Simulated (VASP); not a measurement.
# FeO (Wuestite) (Fm-3m) in VASP: settings compared

FeO (Wuestite) is run at these levels: LDA, PBEsol, PBE, RPBE; tasks: single point.

Everything below comes from runs of VASP 6.6.1. Logs are shortened: lines on timing, memory, paths and dates and some standing lists are left out, and cuts for length are marked.

**What was measured.**

“W\"ustite: Electric, thermodynamic and optical properties of FeO”, 2012, arxiv:1203.1201 quotes, for a bulk crystal of FeO: band gap 2.4 eV (optical).

The results are compared with them further down.

### Step 1. The cell of the first run

The structure is cubic, space group Fm-3m (No. 225). The conventional cell has a = 4.181 Å, b = 4.181 Å, c = 4.181 Å, α = 90.00°, β = 90.00°, γ = 90.00°. Within 2.8 Å of Fe (site symmetry m-3m) lie 6 O at 2.09 Å. Within 2.8 Å of O (site symmetry m-3m) lie 6 Fe at 2.09 Å.

### Step 2. Single point, LDA, collinear spin, ferromagnetic start

Input file INCAR:

```
ALGO = Normal ; EDIFF = 1E-6
ENCUT = 520 ; ISIF = 2
ISMEAR = -1 ; ISPIN = 2
LASPH = True ; LCHARG = False
LMAXMIX = 4 ; LORBIT = 11
LREAL = False ; LWAVE = False
MAGMOM = 3 0 ; NBANDS = 18
NELM = 150 ; PREC = Accurate
SIGMA = 0.05
```

Input file KPOINTS:

```
k-points
0
Gamma
  8 8 8
```

Input file POSCAR:

```
FeO
1.0
    0.0000000000      2.0903199220      2.0903199220
    2.0903199220      0.0000000000      2.0903199220
    2.0903199220      2.0903199220      0.0000000000
Fe O
1 1
Direct
    0.0000000000      0.0000000000      0.0000000000
    0.5000000000      0.5000000000      0.5000000000
```

Potentials or basis: VASP PAW LDA potentials, release 64 (Fe, O).

Run with:

```console
cat potpaw_LDA.64/Fe/POTCAR potpaw_LDA.64/O/POTCAR > POTCAR
mpirun -np 1 vasp_std > vasp.out
```

OUTCAR:

```text
EDIFF = 1E-6
   ENCUT = 520
   ISIF = 2
   ISMEAR = -1
   ISPIN = 2
   LASPH = True
   LORBIT = 11
   LREAL = False
   NELM = 150
   PREC = Accurate

 ion  position               nearest neighbor table
   1  0.000  0.000  0.000-   2 2.09   2 2.09   2 2.09   2 2.09   2 2.09   2 2.09
   2  0.500  0.500  0.500-   1 2.09   1 2.09   1 2.09   1 2.09   1 2.09   1 2.09

  LATTYP: Found a face centered cubic cell.
 ALAT       =     4.1806398440

  Lattice vectors:

 A1 = (   0.0000000000,   2.0903199220,   2.0903199220)
 A2 = (   2.0903199220,   0.0000000000,   2.0903199220)
 A3 = (   2.0903199220,   2.0903199220,   0.0000000000)

Analysis of symmetry for initial positions (statically):
=====================================================================
 Subroutine PRICEL returns:
 Original cell was already a primitive cell.

 Routine SETGRP: Setting up the symmetry group for a
 face centered cubic supercell.

 Subroutine GETGRP returns: Found 48 space group operations
 (whereof 48 operations were pure point group operations)
 out of a pool of 48 trial point group operations.

The static configuration has the point symmetry O_h .

Analysis of symmetry for dynamics (positions and initial velocities):
=====================================================================
 Subroutine PRICEL returns:
 Original cell was already a primitive cell.

 Routine SETGRP: Setting up the symmetry group for a
 face centered cubic supercell.

 Subroutine GETGRP returns: Found 48 space group operations
 (whereof 48 operations were pure point group operations)
 out of a pool of 48 trial point group operations.

The dynamic configuration has the point symmetry O_h .

Analysis of structural, dynamic, and magnetic symmetry:
=====================================================================
 Subroutine PRICEL returns:
 Original cell was already a primitive cell.

 Routine SETGRP: Setting up the symmetry group for a
 face centered cubic supercell.

 Subroutine GETGRP returns: Found 48 space group operations
 (whereof 48 operations were pure point group operations)
 out of a pool of 48 trial point group operations.

The overall configuration has the point symmetry O_h .

 Subroutine INISYM returns: Found 48 space group operations
 (whereof 48 operations are pure point group operations),
 and found     1 'primitive' translations

----------------------------------------------------------------------------------------

                                     Primitive cell

[... 106 lines left out ...]
   EFERMI_NEDOS =   21; number of points for ismear=-14 and -15
   IALGO  =     38    algorithm
   IMIX   =      4    mixing-type and parameters
     AMIX     =   0.40;   BMIX     =  1.00
     AMIX_MAG =   1.60;   BMIX_MAG =  1.00
  volume/ion in A,a.u.               =       9.13        61.64
  Fermi-wavevector in a.u.,A,eV,Ry     =   1.498171  2.831133 30.538503  2.244517
  Thomas-Fermi vector in A             =   2.609965
   LORBIT       =     11    0 simple, 1 ext, 2 COOP (PROOUT), +10 PAW based schemes
   GGA     = CA    functional components
   LHFCALC =     F    Hartree Fock is set to
   AEXX    =    0.0000 exact exchange contribution
   IVDW    =     0    specifies the selected vdW correction
   LEPSILON=     F    determine dielectric tensor
   LRPA    =     F    only Hartree local field effects (RPA)
 spin polarized calculation
  energy-cutoff  :      520.00
  volume of cell :       18.27
 maximum number of plane-waves:       531
 NGX is ok and might be reduce to    24
   NGX = 11   NGY = 11   NGZ = 11

 number of electron      14.0000006 magnetization       3.8035292

 Free energy of the ion-electron system (eV)
  ---------------------------------------------------
  ext. energy  EPLUGINS =         0.00000000
  ---------------------------------------------------
  free energy    TOTEN  =       -16.49695354 eV

  energy without entropy =      -16.48102558  energy(sigma->0) =      -16.48898956

 E-fermi :   6.8822     XC(G=0): -13.1366

 val. band max:        6.8482250010   @ k =   0.2500   0.1250   0.0000
 cond. band min:       6.8962210461   @ k =  -0.3750   0.2500   0.1250
 fundamental gap:      0.0479960451
 Fermi energy:         6.8821642062

 spin component 1

 k-point     1 :       0.0000    0.0000    0.0000
  band No.  band energies     occupation
      1     -14.3242      1.00000
      2       2.7638      1.00000
      3       2.7638      1.00000
      4       2.7638      1.00000
      5       3.2266      1.00000
      6       3.2266      1.00000
[... 493 lines left out ...]
     17      34.6809      0.00000
     18      36.1908      0.00000

 [... further k-points ...]

 spin component 2

 k-point     1 :       0.0000    0.0000    0.0000
  band No.  band energies     occupation
      1     -13.7789      1.00000
      2       3.3425      1.00000
      3       3.3425      1.00000
      4       3.3425      1.00000
      5       5.9533      1.00000
      6       5.9533      1.00000
[... 493 lines left out ...]
     17      35.2374      0.00000
     18      37.0432      0.00000

 [... further k-points ...]
[... 5 lines left out ...]
  --------------------------------------------------------------------------------------
  -------------------------------------------------------------------------------------
  Total        0.0055647      0.0055647      0.0055647      0.0000000      0.0000000      0.0000000
  in kB        0.4880713      0.4880713      0.4880713      0.0000000      0.0000000      0.0000000
  external PRESSURE =       0.4880713 kB  Pullay stress =       0.0000000 kB

 VOLUME and BASIS-vectors are now :
 -----------------------------------------------------------------------------
  energy-cutoff  :      520.00
  volume of cell :       18.27
      direct lattice vectors                 reciprocal lattice vectors
     0.000000000  2.090319922  2.090319922    -0.239197835  0.239197835  0.239197835
     2.090319922  0.000000000  2.090319922     0.239197835 -0.239197835  0.239197835
     2.090319922  2.090319922  0.000000000     0.239197835  0.239197835 -0.239197835

 POSITION                                       TOTAL-FORCE (eV/Angst)
 -----------------------------------------------------------------------------------
      0.00000      0.00000      0.00000         0.000000      0.000000     -0.000000
      2.09032      2.09032      2.09032         0.000000      0.000000      0.000000
 -----------------------------------------------------------------------------------
    total drift:                                0.000000     -0.000000     -0.000000

  FREE ENERGIE OF THE ION-ELECTRON SYSTEM (eV)
  ---------------------------------------------------
  free  energy   TOTEN  =       -16.4969535419 eV

  energy  without entropy=      -16.4810255779  energy(sigma->0) =      -16.48898956

 total charge

# of ion       s       p       d       tot
------------------------------------------
    1        0.319   0.430   6.199   6.947
    2        1.547   3.450   0.000   4.996
--------------------------------------------------
tot          1.866   3.879   6.199  11.944

 magnetization (x)

# of ion       s       p       d       tot
------------------------------------------
    1        0.025   0.024   3.371   3.420
    2        0.033   0.257   0.000   0.290
--------------------------------------------------
tot          0.059   0.280   3.371   3.711
```

stdout:

```text
POSCAR found type information on POSCAR FeO
 POSCAR found :  2 types and       2 ions
 scaLAPACK will be used
 LDA part: xc-table for (Slater(with rela. corr.)+CA(PZ))
 , standard interpolation
 POSCAR, INCAR and KPOINTS ok, starting setup
 FFT: planning ... GRIDC
 FFT: planning ... GRID_SOFT
 FFT: planning ... GRID
 WAVECAR not read
 entering main loop
```

It took 19 s on 1 thread of Intel Xeon 8259CL, shared host; peak memory 0.14 GiB.

What came out:

| Quantity | Value |
| --- | --- |
| Free energy | -16.4970 eV |
| Pressure | 0.0 GPa |
| Net moment | 3.80 μB per cell |
| Site moments | Fe +3.42; O +0.29 μB |
| Valence electrons inside the program's atomic spheres | Fe 6.95; O 5.00 |

Caveat: a cell with one magnetic atom can't hold antiferromagnetic order, which such compounds often take; semilocal functionals often make such compounds metallic where correlation or magnetic order opens a gap, which also shifts bond lengths.

### Step 3. Single point, PBEsol, collinear spin, ferromagnetic start

This run uses another cell than the first one, of 9.57 Å³/atom, 1.048 times its volume.

Input file INCAR:

```
SYSTEM = FeO
ALGO = Normal ; EDIFF = 1E-6
ENCUT = 520 ; GGA = PS
ISIF = 2 ; ISMEAR = -1
ISPIN = 2 ; LASPH = .TRUE.
LCHARG = .FALSE. ; LMAXMIX = 4
LORBIT = 11 ; LREAL = .FALSE.
LWAVE = .FALSE. ; MAGMOM = 3 0
NBANDS = 18 ; NELM = 150
PREC = Accurate ; SIGMA = 0.05
```

Input file KPOINTS:

```
k-points
0
G
  8 8 8
  0 0 0
```

Input file POSCAR:

```
FeO
1.0
    0.0000000000      2.1229400083      2.1229400083
    2.1229400083      0.0000000000      2.1229400083
    2.1229400083      2.1229400083      0.0000000000
Fe O
1 1
Direct
    0.0000000000      0.0000000000      0.0000000000
    0.5000000000      0.5000000000      0.5000000000
```

Potentials or basis: VASP PAW PBE potentials, release 64 (Fe, O).

Run with:

```console
cat potpaw_PBE.64/Fe/POTCAR potpaw_PBE.64/O/POTCAR > POTCAR
mpirun -np 1 vasp_std > vasp.out
```

Run time: 22 s. Hardware: 1 thread of Intel Xeon 8259CL, shared host; peak memory 0.15 GiB.

The run converged. Its results:

| Property | Result |
| --- | --- |
| Free energy | -15.8643 eV |
| Pressure | 0.5 GPa |
| Band gap on the k mesh | zero (filled and empty bands overlap) |
| Net moment | 4.00 μB per cell |
| Site moments | Fe +3.60; O +0.31 μB |
| Valence electrons inside the program's atomic spheres | Fe 6.82; O 4.99 |

Levels at points of the mesh, in eV from the Fermi level:
Spin up:
| k point | band 6 | band 7 | band 8 | band 9 | band 10 | band 11 | band 12 | band 13 |
| --- | --- | --- | --- | --- | --- | --- | --- | --- |
| (0.00, 0.00, 0.00) | -3.93 | -3.93 | -3.68 | -3.68 | 0.25 | 15.38 | 17.24 | 17.24 |
| (0.50, 0.00, 0.00) | -3.03 | -2.44 | -0.17 | -0.17 | 4.04 | 8.82 | 12.71 | 12.71 |
| (0.50, 0.50, 0.00) | -3.24 | -2.73 | -2.73 | -2.65 | 5.50 | 8.91 | 10.84 | 15.11 |
Spin down:
```
           k point  band 1  band 2  band 3  band 4  band 5  band 6  band 7  band 8  band 9  band 10
(0.00, 0.00, 0.00)  -20.51   -3.39   -3.39   -3.39   -0.82   -0.82   -0.82    0.09    0.09     1.07
(0.50, 0.00, 0.00)  -19.17   -8.43   -5.45   -5.45    0.43    0.43    0.65    2.92    2.92     4.57
(0.50, 0.50, 0.00)  -19.18   -7.24   -4.64   -4.64   -2.34    0.68    0.81    0.81    1.20     6.83
```

Caveat: the PAW data sets were made with another functional, which shifts forces and pressure a little; a cell with one magnetic atom can't hold antiferromagnetic order, which such compounds often take; semilocal functionals often make such compounds metallic where correlation or magnetic order opens a gap, which also shifts bond lengths.

### Step 4. Single point, PBE, collinear spin, ferromagnetic start

This run uses another cell than the first one, of 10.00 Å³/atom, 1.095 times its volume.

Input file INCAR:

```
SYSTEM = FeO
PREC = Accurate ; ENCUT = 520
EDIFF = 1E-6 ; ISMEAR = -1
SIGMA = 0.05 ; LREAL = .FALSE.
LASPH = .TRUE. ; NELM = 150
ALGO = Normal ; ISIF = 2
LWAVE = .FALSE. ; LCHARG = .FALSE.
ISPIN = 2 ; MAGMOM = 3 0
LORBIT = 11 ; LMAXMIX = 4
GGA = PE ; NBANDS = 18
```

Input file KPOINTS:

```
Automatic mesh
0
G
  8 8 8
  0 0 0
```

Input file POSCAR:

```
FeO
1.0
    0.0000000000      2.1545451463      2.1545451463
    2.1545451463      0.0000000000      2.1545451463
    2.1545451463      2.1545451463      0.0000000000
Fe O
1 1
Direct
    0.0000000000      0.0000000000      0.0000000000
    0.5000000000      0.5000000000      0.5000000000
```

Run with:

```console
cat potpaw_PBE.64/Fe/POTCAR potpaw_PBE.64/O/POTCAR > POTCAR
mpirun -np 1 vasp_std > vasp.out
```

Wall time 23 s (1 thread of Intel Xeon 8259CL, shared host); peak memory 0.16 GiB.

It converged, with:

- Free energy: -14.9348 eV
- Pressure: 0.1 GPa
- Band gap on the k mesh: zero (filled and empty bands overlap)
- Net moment: 4.00 μB per cell
- Site moments: Fe +3.62; O +0.30 μB
- Valence electrons inside the program's atomic spheres: Fe 6.73; O 5.00

Levels at points of the mesh, in eV from the Fermi level:
Spin up:
```tsv
k point	band 5	band 6	band 7	band 8	band 9	band 10	band 11	band 12	band 13	band 14
(0.00, 0.00, 0.00)	-3.81	-3.81	-3.81	-3.68	-3.68	0.09	15.46	17.04	17.04	17.04
(0.50, 0.00, 0.00)	-3.07	-3.07	-2.50	-0.34	-0.34	4.08	8.47	12.55	12.55	19.48
(0.50, 0.50, 0.00)	-4.79	-3.30	-2.81	-2.80	-2.80	5.28	8.74	10.77	14.71	14.71
```
Spin down:
| k point | band 3 | band 4 | band 5 | band 6 | band 7 | band 8 |
| --- | --- | --- | --- | --- | --- | --- |
| (0.00, 0.00, 0.00) | -3.25 | -3.25 | -0.74 | -0.74 | -0.74 | 0.19 |
| (0.50, 0.00, 0.00) | -5.16 | -5.16 | 0.38 | 0.38 | 0.59 | 2.78 |
| (0.50, 0.50, 0.00) | -4.42 | -4.42 | -2.12 | 0.73 | 0.73 | 0.73 |

Caveat: a cell with one magnetic atom can't hold antiferromagnetic order, which such compounds often take; semilocal functionals often make such compounds metallic where correlation or magnetic order opens a gap, which also shifts bond lengths.

### Step 5. Single point, RPBE, collinear spin, ferromagnetic start

This run uses another cell than the first one, of 10.31 Å³/atom, 1.129 times its volume.

Input file INCAR:

```
SYSTEM = FeO
PREC = Accurate ; ENCUT = 520
EDIFF = 1E-7 ; ISMEAR = -1
SIGMA = 0.05 ; LREAL = .False.
LASPH = .True. ; NELM = 150
ALGO = Normal ; ISIF = 2
LWAVE = .False. ; LCHARG = .False.
ISPIN = 2 ; MAGMOM = 3 0
LORBIT = 11 ; LMAXMIX = 4
GGA = RP ; NBANDS = 18
```

Input file KPOINTS:

```
regular mesh
0
Gamma
  8 8 8
  0 0 0
```

Input file POSCAR:

```
FeO
1.0
    0.0000000000      2.1768054432      2.1768054432
    2.1768054432      0.0000000000      2.1768054432
    2.1768054432      2.1768054432      0.0000000000
Fe O
1 1
Direct
    0.0000000000      0.0000000000      0.0000000000
    0.5000000000      0.5000000000      0.5000000000
```

Run with:

```console
cat potpaw_PBE.64/Fe/POTCAR potpaw_PBE.64/O/POTCAR > POTCAR
mpirun -np 1 vasp_std > vasp.out
```

It took 27 s on 1 thread of Intel Xeon 8259CL, shared host; peak memory 0.16 GiB.

Results (log left out):

- Free energy: -14.1350 eV
- Pressure: 0.1 GPa
- Band gap on the k mesh: zero (filled and empty bands overlap)
- Net moment: 4.00 μB per cell
- Site moments: Fe +3.63; O +0.29 μB
- Valence electrons inside the program's atomic spheres: Fe 6.67; O 4.99

Levels at points of the mesh, in eV from the Fermi level:
Spin up:
| k point | band 7 | band 8 | band 9 | band 10 | band 11 | band 12 |
| --- | --- | --- | --- | --- | --- | --- |
| (0.00, 0.00, 0.00) | -3.73 | -3.73 | -3.73 | -0.07 | 15.39 | 16.79 |
| (0.50, 0.00, 0.00) | -2.61 | -0.51 | -0.51 | 4.03 | 8.21 | 12.38 |
| (0.50, 0.50, 0.00) | -2.98 | -2.92 | -2.92 | 5.11 | 8.58 | 10.61 |
Spin down:
```
           k point  band 3  band 4  band 5  band 6  band 7  band 8
(0.00, 0.00, 0.00)   -3.19   -3.19   -0.70   -0.70   -0.70    0.25
(0.50, 0.00, 0.00)   -4.99   -4.99    0.36    0.36    0.56    2.69
(0.50, 0.50, 0.00)   -4.32   -4.32   -2.00    0.68    0.68    0.76
```

Caveat: the PAW data sets were made with another functional, which shifts forces and pressure a little; a cell with one magnetic atom can't hold antiferromagnetic order, which such compounds often take; semilocal functionals often make such compounds metallic where correlation or magnetic order opens a gap, which also shifts bond lengths.

### Step 6. The runs side by side

```tsv
level	potentials or basis	cell	gap on the mesh (eV)	pressure (GPa)	moment (μB)
LDA	VASP PAW LDA potentials, release 64 (Fe, O)	a = 2.956 Å, angles 60.0°, 2 atoms	none	0.0	3.80
PBEsol	VASP PAW PBE potentials, release 64 (Fe, O)	a = 3.002 Å, angles 60.0°, 2 atoms	none	0.5	4.00
PBE	VASP PAW PBE potentials, release 64 (Fe, O)	a = 3.047 Å, angles 60.0°, 2 atoms	none	0.1	4.00
RPBE	VASP PAW PBE potentials, release 64 (Fe, O)	a = 3.078 Å, angles 60.0°, 2 atoms	none	0.1	4.00
```

Alike in all rows: task single point; spin collinear, ferromagnetic start; k mesh 8 × 8 × 8; cutoff (eV) 520; smearing fermi-dirac 0.05 eV.

Caveats: a cell with one magnetic atom can't hold antiferromagnetic order, which such compounds often take; semilocal functionals often make such compounds metallic where correlation or magnetic order opens a gap, which also shifts bond lengths; the PAW data sets were made with another functional, which shifts forces and pressure a little (some runs).

Absolute energies hang on the potentials; compare differences alone.

### Step 7. Against experiment

Step 2. Against the measured gap of FeO, 2.4 eV (optical; quoted in “W\"ustite: Electric, thermodynamic and optical properties of FeO”, 2012, arxiv:1203.1201), the calculated 0.00 eV is off by -2.40 eV. So large a miss can be the level of theory's own, or it may mean another phase, state or a wrong row. The value is that of LDA on a finite k mesh, which can miss the band edges, without temperature or zero-point motion. Semilocal functionals fall short of measured gaps as a rule. The run's magnetic order (collinear spin, ferromagnetic start) needn't be the measured crystal's.

Step 3. Measured gap of FeO: 2.4 eV (optical; quoted in “W\"ustite: Electric, thermodynamic and optical properties of FeO”, 2012, arxiv:1203.1201). This calculation gives 0.00 eV (-2.40 eV). So large a miss can be the level of theory's own, or it may mean another phase, state or a wrong row. The value is that of PBEsol on a finite k mesh, which can miss the band edges, without temperature or zero-point motion. Semilocal functionals fall short of measured gaps as a rule. The run's magnetic order (collinear spin, ferromagnetic start) needn't be the measured crystal's.

Step 4. Against the measured gap of FeO, 2.4 eV (optical; quoted in “W\"ustite: Electric, thermodynamic and optical properties of FeO”, 2012, arxiv:1203.1201), the calculated 0.00 eV is off by -2.40 eV. So large a miss can be the level of theory's own, or it may mean another phase, state or a wrong row. The value is that of PBE on a finite k mesh, which can miss the band edges, without temperature or zero-point motion. Semilocal functionals fall short of measured gaps as a rule. The run's magnetic order (collinear spin, ferromagnetic start) needn't be the measured crystal's.

Step 5. A measured gap of FeO is 2.4 eV (optical; quoted in “W\"ustite: Electric, thermodynamic and optical properties of FeO”, 2012, arxiv:1203.1201); the calculated 0.00 eV misses it by -2.40 eV. So large a miss can be the level of theory's own, or it may mean another phase, state or a wrong row. The value is that of RPBE on a finite k mesh, which can miss the band edges, without temperature or zero-point motion. Semilocal functionals fall short of measured gaps as a rule. The run's magnetic order (collinear spin, ferromagnetic start) needn't be the measured crystal's.
